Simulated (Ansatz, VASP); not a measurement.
# One calculation of Nb, two programs

INCAR

```
SYSTEM = Nb
  PREC = Accurate
  ENCUT = 520
  EDIFF = 1E-6
  ISMEAR = -1
  SIGMA = 0.08
  LREAL = .FALSE.
  LASPH = .TRUE.
  NELM = 60
  ALGO = Normal
  ISIF = 2
  LWAVE = .FALSE.
  LCHARG = .TRUE.
  GGA = PE
  LELF = .TRUE.
  LVHAR = .TRUE.
  NBANDS = 20
```

File KPOINTS:

```
Automatic mesh
0
G
  11 11 11
  0 0 0
```

POSCAR

```
Nb
1.0
    0.0000000000      2.9855950671      2.9855950671
    2.9855950671      0.0000000000      2.9855950671
    2.9855950671      2.9855950671      0.0000000000
Nb
2
Direct
    0.0000000000      0.0000000000      0.0000000000
    0.2500000000      0.2500000000      0.2500000000
```

Input for Ansatz:

```yaml
crystal:
  lattice:
    - [0.0, 2.9855950671, 2.9855950671]
    - [2.9855950671, 0.0, 2.9855950671]
    - [2.9855950671, 2.9855950671, 0.0]
  atoms:
    - { symbol: Nb, position: [0.0, 0.0, 0.0] }
    - { symbol: Nb, position: [0.25, 0.25, 0.25] }
kpoints:
  mp_grid: { grid: [11, 11, 11] }
scf:
  occupations: { method: fermi_dirac, width: 0.08 }
hamiltonian:
  xc: pbe
  pseudopotentials: { kind: all_electron, lapw: { basis_error: 0.0005 } }
output:
  forces: true
  stress: true
  eigenvalues: true
```

Change from the starting cell: volume scaled by 1.03.

Alike in both runs: task single point; functional PBE; k mesh 11 × 11 × 11; occupations fermi-dirac, width 0.08 eV; no spin polarisation.

```csv
,VASP,Ansatz
version,VASP 6.6.1,Ansatz 0.2.0
potentials or method,"VASP PAW PBE potentials, release 64 (Nb_sv), cutoff 520 eV","all-electron LAPW, scalar-relativistic"
```

|  | VASP | Ansatz | Ansatz less VASP |
| --- | --- | --- | --- |
| pressure (GPa) | -1.9 | -1.9 | +0.02 |

Ansatz ran all-electron here, and VASP with PAW potentials.
